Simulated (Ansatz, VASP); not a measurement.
# One calculation of FeB4, two programs

```xyz
10
Lattice="4.5786 0.0000 0.0000 0.0000 5.2981 0.0000 0.0000 0.0000 2.9991" Properties=species:S:1:pos:R:3 pbc="T T T"
Fe    0.0000    0.0000    0.0000
Fe    2.2893    2.6490    1.4995
B     1.1387    1.6546    0.0000
B     3.4399    3.6435    0.0000
B     3.4280    0.9945    1.4995
B     1.1506    4.3036    1.4995
B     1.5618    0.6692    1.4995
B     3.0168    4.6289    1.4995
B     3.8511    1.9799    0.0000
B     0.7275    3.3182    0.0000
```

Alike in both runs: task single point; functional LDA; k mesh 4 × 4 × 6; occupations gaussian, width 0.1 eV; no spin polarisation.

```csv
,VASP,Ansatz
version,VASP 6.6.1,Ansatz 0.2.0
potentials or method,"VASP PAW LDA potentials, release 64 (Fe, B), cutoff 520 eV","scalar-relativistic, plane waves, PAW"
valence electrons in the cell,40,56
```

VASP gave:

* gap on the k mesh at the Fermi level (eV): none
* pressure (GPa): -15.1
* traceless stress, the component that is largest in VASP (GPa): 3.13
* rms of the force components (eV/Å): 0.029

Which values does Ansatz return?

gap on the k mesh at the Fermi level (eV): none; pressure (GPa): -16.0; traceless stress, the component that is largest in VASP (GPa): 3.25; rms of the force components (eV/Å): 0.031.

LDA's correlation is that of Perdew and Zunger in VASP and of Perdew and Wang (1992) in Ansatz. Atom by atom the forces differ by 0.008 eV/Å (rms over components). A gap of «none» marks a metal or a gap that the smearing closes. VASP's potentials hold 40 valence electrons a cell and Ansatz's 56, so a difference there can come from the potentials and not from the codes.
